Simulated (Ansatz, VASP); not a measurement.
# La in VASP and in Ansatz

```
CELL_PARAMETERS angstrom
3.77000 0.00000 0.00000
-1.88500 3.26492 0.00000
0.00000 0.00000 12.15900
ATOMIC_POSITIONS crystal
La 0.00000 0.00000 0.00000
La 0.00000 0.00000 0.50000
La 0.33333 0.66667 0.75000
La 0.66667 0.33333 0.25000
```

Alike in both runs: functional PBE; k mesh 9 × 9 × 3; occupations fermi-dirac, width 0.05 eV; no spin polarisation.

Ansatz relaxed the structure, and its values are those at the end. VASP's run is a single point on that final structure, the one shown.

```csv
,VASP,Ansatz
version,VASP 6.6.1,Ansatz 0.2.0
potentials or method,"VASP PAW PBE potentials, release 64 (La)","plane-wave PAW, scalar-relativistic"
plane-wave cutoff (eV),520,420
valence electrons in the cell,44,44
```

|  | VASP | Ansatz | Ansatz less VASP |
| --- | --- | --- | --- |
| pressure (GPa) | -0.1 | -0.2 | -0.07 |

With one functional, cell and mesh, what is left measures potentials, basis and numerics. Ansatz's warnings: stress scf threshold loose.

Neither program's run includes spin-orbit coupling.
